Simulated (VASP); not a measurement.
Here is a VASP 6.6.1 calculation.

Contents of INCAR:

```
SYSTEM = GaSb3
PREC = Accurate ; ENCUT = 500
EDIFF = 1E-6 ; ISMEAR = 0
SIGMA = 0.2 ; LREAL = .FALSE.
LASPH = .TRUE. ; NELM = 120
ALGO = Normal ; ISIF = 2
LWAVE = .FALSE. ; LCHARG = .TRUE.
GGA = PE ; LELF = .TRUE.
LVHAR = .TRUE. ; NBANDS = 22
GGA_COMPAT = .FALSE.
```

The input KPOINTS:

```
regular mesh
0
G
  5 5 4
  0 0 0
```

File POSCAR:

```
GaSb3
1.0
    5.2976961510      0.0000000000      0.0000000000
   -2.6488480755      4.5879394483      0.0000000000
    0.0000000000      0.0000000000      5.3247385849
Ga Sb
1 3
Direct
    0.0000000000      0.0000000000      0.5000000000
    0.3333333333      0.6666666667      0.5000000000
    0.6666666667      0.3333333333      0.5000000000
    0.0000000000      0.0000000000      0.0000000000
```

Potentials or basis: VASP PAW PBE potentials, release 64 (Ga_d, Sb).

Run with:

```console
$ cat potpaw_PBE.64/Ga_d/POTCAR potpaw_PBE.64/Sb/POTCAR > POTCAR
$ mpirun -np 1 vasp_std > vasp.out
```

Problem. Estimate the pressure.

Solution. 0.5 GPa.

Problem. What does it give for the band gap on the k mesh?

Solution. Zero (bands 14 and 15 overlap by 1.27 eV).

Stress tensor (GPa, compression positive):
```
0.71 0.00 0.00
0.00 0.71 0.00
0.00 0.00 0.13
```

Caveat: spin-orbit coupling is left out, which moves the levels of the heavy elements.
